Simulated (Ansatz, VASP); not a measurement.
## One calculation of In, two programs

Contents of INCAR:

```
SYSTEM = In
  ALGO = Normal
  EDIFF = 1E-8
  ENCUT = 520
  GGA = RP
  GGA_COMPAT = .False.
  ISIF = 2
  ISMEAR = 1
  LASPH = .True.
  LCHARG = .False.
  LEFG = .True.
  LORBIT = 11
  LORBMOM = .True.
  LREAL = .False.
  LSORBIT = .True.
  LWAVE = .False.
  MAGMOM = 0 0 0
  NBANDS = 24
  NELM = 150
  PREC = Accurate
  SIGMA = 0.01
```

KPOINTS

```
k-points
0
Gamma
  6 6 6
  0 0 0
```

POSCAR

```
In
1.0
   -2.0278888410      2.0278888410      2.0278888410
    2.0278888410     -2.0278888410      2.0278888410
    2.0278888410      2.0278888410     -2.0278888410
In
1
Direct
    0.0000000000      0.0000000000      0.0000000000
```

File input.yaml:

```yaml
crystal:
  lattice:
    - [-2.027888841, 2.027888841, 2.027888841]
    - [2.027888841, -2.027888841, 2.027888841]
    - [2.027888841, 2.027888841, -2.027888841]
  atoms:
    - { symbol: In, position: [0.0, 0.0, 0.0] }
hamiltonian:
  xc: rpbe
  pseudopotentials: { kind: paw_fr }
magnetization:
  noncollinear: true
  spin_orbit: true
kpoints:
  mp_grid: { grid: [6, 6, 6] }
scf:
  occupations: { method: cold, width: 0.01 }
  exx: { singularity: none }
  eigensolver: { kind: davidson }
output:
  forces: true
  stress: true
  eigenvalues: true
  efg: {}
  write_density: true
  write_potential: true
  elf: true
  volumetric_format: npy
basis:
  precision: f64
```

Alike in both runs: task electric field gradients; functional RPBE; k mesh 6 × 6 × 6; non-collinear spin, spin-orbit coupling.

|  | VASP | Ansatz |
| --- | --- | --- |
| version | VASP 6.6.1 | Ansatz 0.2.0 |
| potentials or method | VASP PAW PBE potentials, release 64 (In_d) | Ansatz PAW |
| plane-wave cutoff (eV) | 520 | 420 |
| occupations | methfessel-paxton of order 1, width 0.01 eV | cold, width 0.01 eV |
| valence electrons in the cell | 13 | 13 |

```csv
,VASP,Ansatz,Ansatz less VASP
pressure (GPa),-3.3,-3.3,+0.01
net moment per atom (μB),0.00,0.00,0.000
```

VASP's potentials were made for PBE, not for RPBE.

The k mesh is coarse, so the values compare programs but aren't converged.
